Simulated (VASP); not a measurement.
# MgS (I4/mcm) in VASP: relaxation of the atoms with PBE

Aim: the relaxation of the atoms of MgS with PBE.

All numbers are computed with VASP 6.6.1; they aren't measurements. Logs are shortened: lines on timing, memory, paths and dates and some standing lists are left out, and cuts for length are marked.

## Step 1: The cell of the first run

The structure is tetragonal, space group I4/mcm (No. 140). Conventional cell: a = 7.115 Å, b = 7.115 Å, c = 6.214 Å, α = 90.00°, β = 90.00°, γ = 90.00°. Within 3.2 Å of Mg (site symmetry -42m) lie 4 S at 2.38 Å and 2 Mg at 3.11 Å. Within 4.0 Å of Mg (site symmetry 422) lie 8 S at 3.04 Å and 6 Mg at 3.11 to 3.56 Å. S (site symmetry m2m) has 6 Mg at 2.38 to 3.04 Å within 3.1 Å.

## Step 2: Relaxation of the atoms, PBE

The input, INCAR:

```
SYSTEM = MgS
ALGO = Normal
EDIFF = 1E-6
EDIFFG = -0.03
ENCUT = 520
GGA = PE
IBRION = 2
ISIF = 2
ISMEAR = 1
LASPH = .TRUE.
LCHARG = .FALSE.
LREAL = .FALSE.
LWAVE = .FALSE.
NELM = 80
NSW = 60
PREC = Accurate
SIGMA = 0.016
```

The input, KPOINTS:

```
k-points
0
G
  6 6 6
  0 0 0
```

The input, POSCAR:

```
MgS
1.0
   -3.5574340000      3.5574340000      3.1069300000
    3.5574340000     -3.5574340000      3.1069300000
    3.5574340000      3.5574340000     -3.1069300000
Mg S
4 4
Direct
    0.7500000000      0.2500000000      0.5000000000
    0.2500000000      0.7500000000      0.5000000000
    0.2500000000      0.2500000000      0.0000000000
    0.7500000000      0.7500000000      0.0000000000
    0.6790000000      0.1790000000      0.8580000000
    0.1790000000      0.3210000000      0.5000000000
    0.3210000000      0.8210000000      0.1420000000
    0.8210000000      0.6790000000      0.5000000000
```

Potentials or basis: VASP PAW PBE potentials, release 64 (Mg, S).

Command:

```console
$ cat potpaw_PBE.64/Mg/POTCAR potpaw_PBE.64/S/POTCAR > POTCAR
$ mpirun -np 1 vasp_std > vasp.out
```

OUTCAR:

```text
SYSTEM = MgS
   EDIFF = 1E-6
   EDIFFG = -0.03
   ENCUT = 520
   GGA = PE
   IBRION = 2
   ISIF = 2
   ISMEAR = 1
   LASPH = .TRUE.
   LREAL = .FALSE.
   NELM = 80
   NSW = 60
   PREC = Accurate

 ion  position               nearest neighbor table
   1  0.750  0.250  0.500-   5 2.38   7 2.38   6 2.38   8 2.38   2 3.11   2 3.11   4 3.56   4 3.56
                             3 3.56   3 3.56
   2  0.250  0.750  0.500-   7 2.38   5 2.38   6 2.38   8 2.38   1 3.11   1 3.11   4 3.56   3 3.56
                             4 3.56   3 3.56
   3  0.250  0.250  0.000-   7 3.04   5 3.04   6 3.04   6 3.04   8 3.04   8 3.04   7 3.04   5 3.04
                             4 3.11   4 3.11   2 3.56   1 3.56   1 3.56   2 3.56
   4  0.750  0.750  0.000-   7 3.04   5 3.04   8 3.04   8 3.04   6 3.04   6 3.04   5 3.04   7 3.04
                             3 3.11   3 3.11   1 3.56   2 3.56   1 3.56   2 3.56
   5  0.679  0.179  0.858-   1 2.38   2 2.38   3 3.04   4 3.04   3 3.04   4 3.04
   6  0.179  0.321  0.500-   1 2.38   2 2.38   4 3.04   3 3.04   3 3.04   4 3.04
   7  0.321  0.821  0.142-   2 2.38   1 2.38   3 3.04   4 3.04   3 3.04   4 3.04
   8  0.821  0.679  0.500-   1 2.38   2 2.38   3 3.04   4 3.04   4 3.04   3 3.04

  LATTYP: Found a body centered tetragonal cell.
 ALAT       =     7.1148680000
 C/A-ratio  =     0.8733626541

  Lattice vectors:

 A1 = (  -3.5574340000,   3.5574340000,   3.1069300000)
 A2 = (   3.5574340000,  -3.5574340000,   3.1069300000)
 A3 = (   3.5574340000,   3.5574340000,  -3.1069300000)

Analysis of symmetry for initial positions (statically):
=====================================================================
 Subroutine PRICEL returns:
 Original cell was already a primitive cell.

 Routine SETGRP: Setting up the symmetry group for a
 body centered tetragonal supercell.

 Subroutine GETGRP returns: Found 16 space group operations
 (whereof  8 operations were pure point group operations)
 out of a pool of 16 trial point group operations.

The static configuration has the point symmetry C_4h.
 The point group associated with its full space group is D_4h.

Analysis of symmetry for dynamics (positions and initial velocities):
=====================================================================
 Subroutine PRICEL returns:
 Original cell was already a primitive cell.

 Routine SETGRP: Setting up the symmetry group for a
 body centered tetragonal supercell.

 Subroutine GETGRP returns: Found 16 space group operations
 (whereof  8 operations were pure point group operations)
 out of a pool of 16 trial point group operations.

The dynamic configuration has the point symmetry C_4h.
 The point group associated with its full space group is D_4h.

 Subroutine INISYM returns: Found 16 space group operations
 (whereof  8 operations are pure point group operations),
 and found     1 'primitive' translations

----------------------------------------------------------------------------------------

                                     Primitive cell

  volume of cell :     157.2770

  direct lattice vectors                    reciprocal lattice vectors
    -3.557434000  3.557434000  3.106930000     0.000000000  0.140550745  0.160930565
     3.557434000 -3.557434000  3.106930000     0.140550745  0.000000000  0.160930565
     3.557434000  3.557434000 -3.106930000     0.140550745  0.140550745  0.000000000

  length of vectors
     5.913010008  5.913010008  5.913010008     0.213665998  0.213665998  0.198768770

  position of ions in fractional coordinates (direct lattice)
     0.750000000  0.250000000  0.500000000
     0.250000000  0.750000000  0.500000000
     0.250000000  0.250000000  0.000000000
     0.750000000  0.750000000  0.000000000
     0.679000000  0.179000000  0.858000000
     0.179000000  0.321000000  0.500000000
     0.321000000  0.821000000  0.142000000
     0.821000000  0.679000000  0.500000000

  ion indices of the primitive-cell ions
   primitive index   ion index
                 1           1
                 2           2
                 3           3
                 4           4
                 5           5
                 6           6
                 7           7
                 8           8

----------------------------------------------------------------------------------------

 KPOINTS: k-points

Automatic generation of k-mesh.
 Grid dimensions read from file:
 generate k-points for:    6    6    6

 Generating k-lattice:

  Cartesian coordinates                     Fractional coordinates (reciprocal lattice)
     0.000000000  0.023425124  0.026821761     0.166666667  0.000000000  0.000000000
     0.023425124  0.000000000  0.026821761     0.000000000  0.166666667  0.000000000
     0.023425124  0.023425124  0.000000000     0.000000000  0.000000000  0.166666667

  Length of vectors
     0.035611000  0.035611000  0.033128128

  Shift w.r.t. Gamma in fractional coordinates (k-lattice)
     0.000000000  0.000000000  0.000000000

 Subroutine IBZKPT returns following result:
 ===========================================

 Found     30 irreducible k-points:

 Following reciprocal coordinates:
            Coordinates               Weight
  0.000000  0.000000  0.000000      1.000000
  0.166667 -0.000000  0.000000      8.000000
  0.333333  0.000000  0.000000      8.000000
  0.500000 -0.000000  0.000000      4.000000
  0.166667  0.166667  0.000000      8.000000
  0.333333  0.166667  0.000000     16.000000
[... 16 lines left out ...]
 -0.333333 -0.333333  0.166667      8.000000
 -0.166667 -0.333333  0.166667      8.000000
 [... further k-points ...]
   k-points           NKPTS =     30   k-points in BZ     NKDIM =     30   number of bands    NBANDS=     21
   number of dos      NEDOS =    301   number of ions     NIONS =      8
   total plane-waves  NPLWV = 110592
   dimension x,y,z NGX =    48 NGY =   48 NGZ =   48
   dimension x,y,z NGXF=    96 NGYF=   96 NGZF=   96
   ions per type =               4   4
   NGX,Y,Z   is equivalent  to a cutoff of  13.50, 13.50, 13.50 a.u.
   NGXF,Y,Z  is equivalent  to a cutoff of  26.99, 26.99, 26.99 a.u.
 SYSTEM =  MgS
   PREC   = accura    normal or accurate (medium, high low for compatibility)
   ISTART =      0    job   : 0-new  1-cont  2-samecut
   ICHARG =      2    charge: 1-file 2-atom 10-const
   ISPIN  =      1    spin polarized calculation?
   LNONCOLLINEAR =      F non collinear calculations
   LSORBIT =      F    spin-orbit coupling
   LASPH  =      T    aspherical Exc in radial PAW
   ENCUT  =  520.0 eV  38.22 Ry    6.18 a.u.  10.99 10.99 10.99*2*pi/ulx,y,z
   NELM   =     80;   NELMIN=  2; NELMDL= -5     # of ELM steps
   EDIFF  = 0.1E-05   stopping-criterion for ELM
   LREAL  =      F    real-space projection
   EDIFFG = -.3E-01   stopping-criterion for IOM
   NSW    =     60    number of steps for IOM
   IBRION =      2    ionic relax: 0-MD 1-quasi-New 2-CG
   NFREE  =      1    steps in history (QN), initial steepest desc. (CG)
   ISIF   =      2    stress and relaxation
   ISYM   =      2    0-nonsym 1-usesym 2-fastsym
   POTIM  = 0.5000    time-step for ionic-motion
   TEBEG  =    0.0;   TEEND  =   0.0 temperature during run
   PSTRESS=    0.0 pullay stress
   NELECT =      32.0000    total number of electrons
   NUPDOWN=      -1.0000    fix difference up-down
   EMIN   =  10.00;   EMAX   =-10.00  energy-range for DOS
   EFERMI =   0.00;   METHOD = LEGACY
   ISMEAR =     1;   SIGMA  =   0.02  broadening in eV -4-tet -1-fermi 0-gaus
   EFERMI_NEDOS =   21; number of points for ismear=-14 and -15
   IALGO  =     38    algorithm
   IMIX   =      4    mixing-type and parameters
     AMIX     =   0.40;   BMIX     =  1.00
     AMIX_MAG =   1.60;   BMIX_MAG =  1.00
  volume/ion in A,a.u.               =      19.66       132.67
  Fermi-wavevector in a.u.,A,eV,Ry     =   0.962875  1.819569 12.614338  0.927128
  Thomas-Fermi vector in A             =   2.092371
   LORBIT       =      0    0 simple, 1 ext, 2 COOP (PROOUT), +10 PAW based schemes
   GGA     = PE    functional components
   LHFCALC =     F    Hartree Fock is set to
   AEXX    =    0.0000 exact exchange contribution
   IVDW    =     0    specifies the selected vdW correction
   LEPSILON=     F    determine dielectric tensor
   LRPA    =     F    only Hartree local field effects (RPA)
 conjugate gradient relaxation of ions
 non-spin polarized calculation
 Methfessel and Paxton  Order N= 1 SIGMA  =   0.02
  energy-cutoff  :      520.00
  volume of cell :      157.28
 maximum number of plane-waves:      4280
 NGX is ok and might be reduce to    48
   NGX = 21   NGY = 21   NGZ = 21

--------------------------------------- Ionic step        1  -------------------------------------------

 number of electron      32.0000001 magnetization

 Free energy of the ion-electron system (eV)
  ---------------------------------------------------
  ext. energy  EPLUGINS =         0.00000000
  ---------------------------------------------------
  free energy    TOTEN  =       -30.22908471 eV

  energy without entropy =      -30.22911058  energy(sigma->0) =      -30.22909333

------------------------ aborting loop because EDIFF is reached ----------------------------------------

  FORCE on cell =-STRESS in cart. coord.  units (eV):
  Direction    XX          YY          ZZ          XY          YZ          ZX
  --------------------------------------------------------------------------------------
  -------------------------------------------------------------------------------------
  Total       -3.6697189     -3.6697189      6.0797248      0.0000000      0.0000000      0.0000000
  in kB      -37.3833500    -37.3833500     61.9340300      0.0000000      0.0000000      0.0000000
  external PRESSURE =      -4.2775567 kB  Pullay stress =       0.0000000 kB
[... 69 lines left out ...]
  energy  without entropy=      -30.4078341629  energy(sigma->0) =      -30.40783101

--------------------------------------- Ionic step        3  -------------------------------------------

 number of electron      32.0000000 magnetization

 Free energy of the ion-electron system (eV)
  ---------------------------------------------------
  ext. energy  EPLUGINS =         0.00000000
  ---------------------------------------------------
  free energy    TOTEN  =       -30.46807279 eV

  energy without entropy =      -30.46807877  energy(sigma->0) =      -30.46807478

 E-fermi :   3.3315     XC(G=0):  -9.2799

 val. band max:        3.3184935404   @ k =   0.0000   0.0000   0.0000
 cond. band min:       3.6969644792   @ k =   0.0000   0.0000   0.0000
 fundamental gap:      0.3784709388
 Fermi energy:         3.3315292323

 k-point     1 :       0.0000    0.0000    0.0000
  band No.  band energies     occupation
      1      -9.1815      2.00000
      2      -7.8943      2.00000
      3      -7.5685      2.00000
      4      -7.5685      2.00000
      5      -0.0825      2.00000
      6      -0.0716      2.00000
[... 550 lines left out ...]
      5      -0.9971      2.00000
      6      -0.8322      2.00000
[... 13 lines left out ...]
     20       7.7393      0.00000
     21       8.0904      0.00000

 [... further k-points ...]

------------------------ aborting loop because EDIFF is reached ----------------------------------------

  FORCE on cell =-STRESS in cart. coord.  units (eV):
  Direction    XX          YY          ZZ          XY          YZ          ZX
  --------------------------------------------------------------------------------------
  -------------------------------------------------------------------------------------
  Total       -6.6146274     -6.6146274      4.2189757      0.0000000     -0.0000000      0.0000000
  in kB      -67.3830714    -67.3830714     42.9786179      0.0000000     -0.0000000      0.0000000
  external PRESSURE =     -30.5958416 kB  Pullay stress =       0.0000000 kB
[... 23 lines left out ...]
  FREE ENERGIE OF THE ION-ELECTRON SYSTEM (eV)
  ---------------------------------------------------
  free  energy   TOTEN  =       -30.4680727887 eV

  energy  without entropy=      -30.4680787700  energy(sigma->0) =      -30.46807478

 reached required accuracy - stopping structural energy minimisation
```

Run time: 7 min. Hardware: 1 thread of Oxide Virtual Turin-like, shared host; peak memory 0.34 GiB.

Results:

* Free energy: -30.4681 eV
* Energy gained by relaxing: 29.9 meV/atom
* Ionic steps: 3
* Pressure after relaxing: -3.1 GPa
* Largest force after relaxing: 0.008 eV/Å
* Band gap on the k mesh: 0.38 eV

Forces in eV/Å, atoms in the order of the input:
```
Mg   0.000  0.000  0.000
Mg   0.000  0.000  0.000
Mg   0.000  0.000  0.000
Mg   0.000  0.000  0.000
S   -0.006 -0.006  0.000
S    0.006 -0.006  0.000
S    0.006  0.006  0.000
S   -0.006  0.006  0.000
```

Step by step:
```
step  energy change (eV)  largest force (eV/Å)  pressure (GPa)
   1              0.0000                1.1221           -0.43
   2             -0.1787                0.5411           -1.83
   3             -0.2390                0.0083           -3.06
```

Final structure:
```
Mg S
1.0
    -3.55743    3.55743    3.10693
     3.55743   -3.55743    3.10693
     3.55743    3.55743   -3.10693
Mg S
4 4
Cartesian
  0.0000 3.5574 1.5535
  3.5574 0.0000 1.5535
  0.0000 0.0000 1.5535
  0.0000 0.0000 4.6604
  1.3528 4.9102 0.0000
  2.2047 1.3528 0.0000
  2.2047 -1.3528 3.1069
  1.3528 2.2047 3.1069
```

Caveat: semilocal functionals underestimate gaps, and a narrow one can read as zero.
